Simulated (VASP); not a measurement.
# NaH (F-43m) in VASP: further runs, part 2 of 2

VASP 6.6.1. Earlier steps stand in the parts before.

**4. Single point, PBE**

This run uses another cell than the first one, of 17.77 Å³/atom.

INCAR

```
ALGO = Normal ; EDIFF = 1E-7
ENCUT = 520 ; GGA = PE
ISIF = 2 ; ISMEAR = -1
LASPH = True ; LCHARG = True
LELF = True ; LREAL = False
LVHAR = True ; LWAVE = False
NBANDS = 11 ; NELM = 80
PREC = Accurate ; SIGMA = 0.02
```

KPOINTS

```
k-points
0
Gamma
  10 10 10
```

POSCAR

```
NaH
1.0
    0.0000000000      2.6096546508      2.6096546508
    2.6096546508      0.0000000000      2.6096546508
    2.6096546508      2.6096546508      0.0000000000
Na H
1 1
Direct
    0.0000000000      0.0000000000      0.0000000000
    0.2500000000      0.2500000000      0.2500000000
```

Potentials or basis: VASP PAW PBE potentials, release 64 (Na_pv, H).

The run is started by

```sh
$ cat potpaw_PBE.64/Na_pv/POTCAR potpaw_PBE.64/H/POTCAR > POTCAR
$ mpirun -np 1 vasp_std > vasp.out
```

OUTCAR:

```text
EDIFF = 1E-7
   ENCUT = 520
   GGA = PE
   ISIF = 2
   ISMEAR = -1
   LASPH = True
   LREAL = False
   NELM = 80
   PREC = Accurate

 ion  position               nearest neighbor table
   1  0.000  0.000  0.000-
   2  0.250  0.250  0.250-

  LATTYP: Found a face centered cubic cell.
 ALAT       =     5.2193093016

  Lattice vectors:

 A1 = (   0.0000000000,   2.6096546508,   2.6096546508)
 A2 = (   2.6096546508,   0.0000000000,   2.6096546508)
 A3 = (   2.6096546508,   2.6096546508,   0.0000000000)

Analysis of symmetry for initial positions (statically):
=====================================================================
 Subroutine PRICEL returns:
 Original cell was already a primitive cell.

 Routine SETGRP: Setting up the symmetry group for a
 face centered cubic supercell.

 Subroutine GETGRP returns: Found 24 space group operations
 (whereof 24 operations were pure point group operations)
 out of a pool of 48 trial point group operations.

The static configuration has the point symmetry T_d .

Analysis of symmetry for dynamics (positions and initial velocities):
=====================================================================
 Subroutine PRICEL returns:
 Original cell was already a primitive cell.

 Routine SETGRP: Setting up the symmetry group for a
 face centered cubic supercell.

 Subroutine GETGRP returns: Found 24 space group operations
 (whereof 24 operations were pure point group operations)
 out of a pool of 48 trial point group operations.

The dynamic configuration has the point symmetry T_d .

 Subroutine INISYM returns: Found 24 space group operations
 (whereof 24 operations are pure point group operations),
 and found     1 'primitive' translations

----------------------------------------------------------------------------------------

                                     Primitive cell

  volume of cell :      35.5450

[... 109 lines left out ...]
  volume/ion in A,a.u.               =      17.77       119.93
  Fermi-wavevector in a.u.,A,eV,Ry     =   0.995815  1.881817 13.492171  0.991647
  Thomas-Fermi vector in A             =   2.127860
   LORBIT       =      0    0 simple, 1 ext, 2 COOP (PROOUT), +10 PAW based schemes
   GGA     = PE    functional components
   LHFCALC =     F    Hartree Fock is set to
   AEXX    =    0.0000 exact exchange contribution
   IVDW    =     0    specifies the selected vdW correction
   LEPSILON=     F    determine dielectric tensor
   LRPA    =     F    only Hartree local field effects (RPA)
 non-spin polarized calculation
  energy-cutoff  :      520.00
  volume of cell :       35.55
 maximum number of plane-waves:       982
   NGX = 13   NGY = 13   NGZ = 13

 number of electron       8.0000006 magnetization

 Free energy of the ion-electron system (eV)
  ---------------------------------------------------
  ext. energy  EPLUGINS =         0.00000000
  ---------------------------------------------------
  free energy    TOTEN  =        -4.99042114 eV

  energy without entropy =       -4.99042114  energy(sigma->0) =       -4.99042114

 E-fermi :  -1.5157     XC(G=0):  -6.8308

 val. band max:       -1.9353169929   @ k =  -0.3000   0.5000   0.2000
 cond. band min:       1.6720337740   @ k =   0.5000   0.0000   0.0000
 fundamental gap:      3.6073507670
 Fermi energy:        -1.5156929643

 k-point     1 :       0.0000    0.0000    0.0000
  band No.  band energies     occupation
      1     -23.9446      2.00000
      2     -23.9446      2.00000
      3     -23.9446      2.00000
      4      -4.7287      2.00000
      5       6.2145      0.00000
      6      11.3215      0.00000
      7      11.3215      0.00000
      8      11.3215      0.00000
      9      13.9392      0.00000
     10      13.9392      0.00000
     11      13.9392      0.00000
[... 309 lines left out ...]
 k-point    24 :       0.4000    0.3000    0.0000
  band No.  band energies     occupation
      1     -23.9795      2.00000
      2     -23.9580      2.00000
      3     -23.9566      2.00000
      4      -2.7472      2.00000
      5       3.4393      0.00000
      6       6.6133      0.00000
      7       8.2374      0.00000
      8       8.3348      0.00000
      9      11.6183      0.00000
     10      16.4837      0.00000
     11      18.0230      0.00000

 [... further k-points ...]
[... 5 lines left out ...]
  --------------------------------------------------------------------------------------
  -------------------------------------------------------------------------------------
  Total       -0.0077230     -0.0077230     -0.0077230      0.0000000     -0.0000000      0.0000000
  in kB       -0.3481126     -0.3481126     -0.3481126      0.0000000     -0.0000000      0.0000000
  external PRESSURE =      -0.3481126 kB  Pullay stress =       0.0000000 kB

 VOLUME and BASIS-vectors are now :
 -----------------------------------------------------------------------------
  energy-cutoff  :      520.00
  volume of cell :       35.55
      direct lattice vectors                 reciprocal lattice vectors
     0.000000000  2.609654651  2.609654651    -0.191596233  0.191596233  0.191596233
     2.609654651  0.000000000  2.609654651     0.191596233 -0.191596233  0.191596233
     2.609654651  2.609654651  0.000000000     0.191596233  0.191596233 -0.191596233

 POSITION                                       TOTAL-FORCE (eV/Angst)
 -----------------------------------------------------------------------------------
      0.00000      0.00000      0.00000        -0.000000     -0.000000     -0.000000
      1.30483      1.30483      1.30483         0.000000      0.000000      0.000000
 -----------------------------------------------------------------------------------
    total drift:                                0.000001      0.000001      0.000001

  FREE ENERGIE OF THE ION-ELECTRON SYSTEM (eV)
  ---------------------------------------------------
  free  energy   TOTEN  =        -4.9904211359 eV

  energy  without entropy=       -4.9904211359  energy(sigma->0) =       -4.99042114
```

Wall time 30 s (1 thread of Intel Xeon 8259CL, shared host); peak memory 0.16 GiB.

Results:

- Free energy: -4.9904 eV
- Pressure: 0.0 GPa
- Band gap on the k mesh: 3.61 eV (least direct gap 4.30 eV)

Caveat: the structure was generated, so it needn't be the stable form of NaH. A k mesh can miss the band edges.

**5. Single point, r2SCAN**

POSCAR

```
NaH
1.0
    0.0000000000      2.5969210608      2.5969210608
    2.5969210608      0.0000000000      2.5969210608
    2.5969210608      2.5969210608      0.0000000000
Na H
1 1
Direct
    0.0000000000      0.0000000000      0.0000000000
    0.2500000000      0.2500000000      0.2500000000
```

INCAR.step1

```
SYSTEM = NaH
ALGO = Normal
EDIFF = 1E-4
ENCUT = 520
GGA = PE
ISMEAR = -1
LASPH = .True.
LCHARG = .False.
LREAL = .False.
LWAVE = .True.
NBANDS = 11
NELM = 80
PREC = Accurate
SIGMA = 0.02
```

INCAR.step2

```
SYSTEM = NaH
ALGO = Normal
EDIFF = 1E-6
ENCUT = 520
ISIF = 2
ISMEAR = -1
ISTART = 1
LASPH = .True.
LCHARG = .False.
LMIXTAU = .True.
LREAL = .False.
LWAVE = .False.
METAGGA = R2SCAN
NBANDS = 11
NELM = 80
PREC = Accurate
SIGMA = 0.02
```

KPOINTS

```
k-points
0
Gamma
  8 8 8
  0 0 0
```

The run is started by

```sh
$ cat potpaw_PBE.64/Na_pv/POTCAR potpaw_PBE.64/H/POTCAR > POTCAR
$ cp INCAR.step1 INCAR
$ mpirun -np 1 vasp_std > vasp.out
$ cp INCAR.step2 INCAR
$ mpirun -np 1 vasp_std > vasp.out
```

It took 73 s on 1 thread of Intel Xeon 8259CL, shared host; peak memory 0.16 GiB.

Results (log left out):

```yaml
Free_energy: -7.4597 eV
Pressure: -0.2 GPa
Band_gap_on_the_k_mesh: 4.05 eV (least direct gap 4.74 eV)
```

Levels at points of the mesh, in eV from the valence-band top:
```csv
k point,band 1,band 2,band 3,band 4,band 5,band 6,band 7,band 8,band 9
"(0.00, 0.00, 0.00)",-22.78,-22.78,-22.78,-2.80,8.85,13.81,13.81,13.81,17.12
"(0.50, 0.00, 0.00)",-22.82,-22.79,-22.78,-0.69,4.05,11.54,13.14,13.14,15.10
"(0.50, 0.50, 0.00)",-22.82,-22.80,-22.79,-0.08,5.55,7.90,10.37,10.37,13.46
```

Caveat: the structure was generated, so it needn't be the stable form of NaH; the PAW data sets were made with another functional, which shifts forces and pressure a little. A k mesh can miss the band edges.

**6. Relaxation of cell and atoms, PBE**

This run uses another cell than the first one, of 9.84 Å³/atom.

INCAR

```
ALGO     = Normal         # electronic algorithm
EDIFF    = 1E-6           # SCF threshold, eV
EDIFFG   = -0.005         # ionic threshold
ENCUT    = 600            # plane-wave cutoff, eV
GGA      = PE             # functional
IBRION   = 2              # ionic algorithm
ISIF     = 3              # what is computed and relaxed
ISMEAR   = -1             # smearing method
LASPH    = T              # aspherical terms in the spheres
LCHARG   = F              # write CHGCAR
LREAL    = F              # projectors in reciprocal space
LWAVE    = F              # write WAVECAR
NELM     = 100            # most SCF steps
NSW      = 80             # ionic steps
PREC     = Accurate       # precision mode
SIGMA    = 0.02           # smearing width, eV
```

KPOINTS

```
k-points
0
Gamma
  10 10 10
```

POSCAR

```
NaH
1.0
    0.0000000000      2.1427777891      2.1427777891
    2.1427777891      0.0000000000      2.1427777891
    2.1427777891      2.1427777891      0.0000000000
Na H
1 1
Direct
    0.0000000000      0.0000000000      0.0000000000
    0.2500000000      0.2500000000      0.2500000000
```

Potentials or basis: VASP PAW PBE potentials, release 64 (Na_pv, H).

The run is started by

```sh
$ cat potpaw_PBE.64/Na_pv/POTCAR potpaw_PBE.64/H/POTCAR > POTCAR
$ mpirun -np 1 vasp_std > vasp.out
```

Wall time 40 s (1 thread of Intel Xeon 8259CL, shared host); peak memory 0.14 GiB.

It converged, with:

```yaml
Free_energy: -4.9724 eV
Relaxed_volume: 17.46 Å³/atom
Relaxed_cell: a = 3.669 Å, b = 3.669 Å, c = 3.669 Å, α = 60.00°, β = 60.00°, γ = 60.00°
Space_group_after_relaxing_to_0.1_Å: F-43m (No. 216)
Energy_gained_by_relaxing: 468.0 meV/atom
Ionic_steps: 6
Pressure_after_relaxing: 0.0 GPa
Band_gap_on_the_k_mesh: 3.62 eV (least direct gap 4.32 eV)
```

The path:
| step | energy change (eV) | largest force (eV/Å) | pressure (GPa) | volume (Å³) |
| --- | --- | --- | --- | --- |
| 1 | 0.0000 | 0.0000 | 30.99 | 19.68 |
| 2 | -0.7010 | 0.0000 | 10.30 | 25.61 |
| 3 | -0.9030 | 0.0000 | 2.89 | 30.85 |
| 4 | -0.8481 | 0.0000 | -2.96 | 43.39 |
| 5 | -0.9349 | 0.0000 | -0.43 | 35.65 |
| 6 | -0.9360 | 0.0000 | -0.04 | 34.92 |

Final structure:
```
CELL_PARAMETERS angstrom
0.00000 2.59420 2.59420
2.59420 0.00000 2.59420
2.59420 2.59420 0.00000
ATOMIC_POSITIONS crystal
Na 0.00000 0.00000 0.00000
H 0.25000 0.25000 0.25000
```

Levels at points of the mesh, in eV from the valence-band top:
```
           k point  band 2  band 3  band 4  band 5  band 6  band 7
(0.00, 0.00, 0.00)  -21.98  -21.98   -2.84    8.25   13.36   13.36
(0.50, 0.00, 0.00)  -21.98  -21.98   -0.70    3.62   10.70   12.62
(0.50, 0.50, 0.00)  -21.99  -21.99   -0.07    5.05    7.47    9.77
```

Caveat: the volume moved by over 15 % at a fixed basis, so the end points are rough; the structure was generated, so it needn't be the stable form of NaH. A k mesh can miss the band edges.

**7. The runs side by side**

| task | level | potentials or basis | cell | k mesh | cutoff (eV) | smearing | gap on the mesh (eV) | pressure (GPa) |
| --- | --- | --- | --- | --- | --- | --- | --- | --- |
| single point | LDA | VASP PAW LDA potentials, release 64 (Na_pv, H) | a = 3.673 Å, angles 60.0°, 2 atoms | 8 × 8 × 8 | 520 | gaussian 0.01 eV | 3.27 | -1.3 |
| single point | PBEsol | VASP PAW PBE potentials, release 64 (Na_pv, H) | a = 3.661 Å, angles 60.0°, 2 atoms | 8 × 8 × 8 | 520 | fermi-dirac 0.02 eV | 3.40 | 0.0 |
| single point | PBE | VASP PAW PBE potentials, release 64 (Na_pv, H) | a = 3.691 Å, angles 60.0°, 2 atoms | 10 × 10 × 10 | 520 | fermi-dirac 0.02 eV | 3.61 | 0.0 |
| single point | r2SCAN | VASP PAW PBE potentials, release 64 (Na_pv, H) | a = 3.673 Å, angles 60.0°, 2 atoms | 8 × 8 × 8 | 520 | fermi-dirac 0.02 eV | 4.05 | -0.2 |
| relaxation of cell and atoms | PBE | VASP PAW PBE potentials, release 64 (Na_pv, H) | relaxed from a = 3.030 Å, angles 60.0°, 2 atoms | 10 × 10 × 10 | 600 | fermi-dirac 0.02 eV | 3.62 | 0.0 |

Alike in all rows: no spin polarisation.

Caveats: the structure was generated, so it needn't be the stable form of NaH; the PAW data sets were made with another functional, which shifts forces and pressure a little (at least some runs); the volume moved by over 15 % at a fixed basis, so the end points are rough (at least some runs).

Absolute energies hang on the potentials; compare differences alone.
